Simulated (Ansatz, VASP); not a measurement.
**Two plane-wave programs on NbTe8Mo3**

INCAR

```
PREC = Accurate
ENCUT = 500
EDIFF = 1E-6
ISMEAR = 0
SIGMA = 0.1
LREAL = F
LASPH = T
NELM = 120
ALGO = Normal
ISIF = 2
LWAVE = F
LCHARG = T
GGA = PE
LELF = T
LVHAR = T
NBANDS = 64
GGA_COMPAT = F
```

KPOINTS

```
regular mesh
0
Gamma
  6 6 1
```

Contents of POSCAR:

```
NbTe8Mo3
1.0
    3.7346338900      0.0000000000      0.0000000000
   -1.8673169400      3.2342878200      0.0000000000
    0.0000000000      0.0000000000     28.7019658700
Nb Te Mo
1 8 3
Direct
    0.0000000000      0.0000000000      0.5000000000
    0.6666666700      0.3333333300      0.1864080600
    0.6666666700      0.3333333300      0.4364080600
    0.6666666700      0.3333333300      0.6864080600
    0.6666666700      0.3333333300      0.9364080600
    0.3333333300      0.6666666700      0.0635919400
    0.3333333300      0.6666666700      0.3135919400
    0.3333333300      0.6666666700      0.5635919400
    0.3333333300      0.6666666700      0.8135919400
    0.0000000000      0.0000000000      0.0000000000
    0.0000000000      0.0000000000      0.2500000000
    0.0000000000      0.0000000000      0.7500000000
```

Input for Ansatz:

```yaml
crystal:
  lattice:
    - [3.73463389, 0.0, 0.0]
    - [-1.86731694, 3.23428782, 0.0]
    - [0.0, 0.0, 28.70196587]
  atoms:
    - { symbol: Nb, position: [0.0, 0.0, 0.5] }
    - { symbol: Te, position: [0.66666667, 0.33333333, 0.18640806] }
    - { symbol: Te, position: [0.66666667, 0.33333333, 0.43640806] }
    - { symbol: Te, position: [0.66666667, 0.33333333, 0.68640806] }
    - { symbol: Te, position: [0.66666667, 0.33333333, 0.93640806] }
    - { symbol: Te, position: [0.33333333, 0.66666667, 0.06359194] }
    - { symbol: Te, position: [0.33333333, 0.66666667, 0.31359194] }
    - { symbol: Te, position: [0.33333333, 0.66666667, 0.56359194] }
    - { symbol: Te, position: [0.33333333, 0.66666667, 0.81359194] }
    - { symbol: Mo, position: [0.0, 0.0, 0.0] }
    - { symbol: Mo, position: [0.0, 0.0, 0.25] }
    - { symbol: Mo, position: [0.0, 0.0, 0.75] }
basis:
  ecutwfc: 420
kpoints:
  mp_grid: { grid: [6, 6, 1] }
hamiltonian:
  xc: pbe
scf:
  occupations: { method: gaussian, width: 0.1 }
  lower_state_search: "off"
output:
  forces: true
  stress: true
  eigenvalues: true
```

Alike in both runs: task single point; functional PBE; k mesh 6 × 6 × 1; occupations gaussian, width 0.1 eV; no spin polarisation.

```csv
,VASP,Ansatz
version,VASP 6.6.1,Ansatz 0.2.0
potentials or method,"VASP PAW PBE potentials, release 64 (Nb_sv, Te, Mo_sv), cutoff 500 eV","scalar-relativistic, plane waves, PAW"
valence electrons in the cell,103,183
```

|  | VASP | Ansatz | Ansatz less VASP |
| --- | --- | --- | --- |
| gap on the k mesh at the Fermi level (eV) | none | none | - |
| pressure (GPa) | -4.9 | -4.9 | 0.00 |
| traceless stress, the component that is largest in VASP (GPa) | 1.46 | 1.42 | -0.041 |
| rms of the force components (eV/Å) | 0.278 | 0.282 | +0.0037 |

Atom by atom the forces differ by 0.004 eV/Å (rms over components). A gap of «none» marks a metal or a gap that the smearing closes. VASP's potentials hold 103 valence electrons a cell and Ansatz's 183, so a difference there can come from the potentials and not from the codes.

Spin-orbit coupling is off throughout.
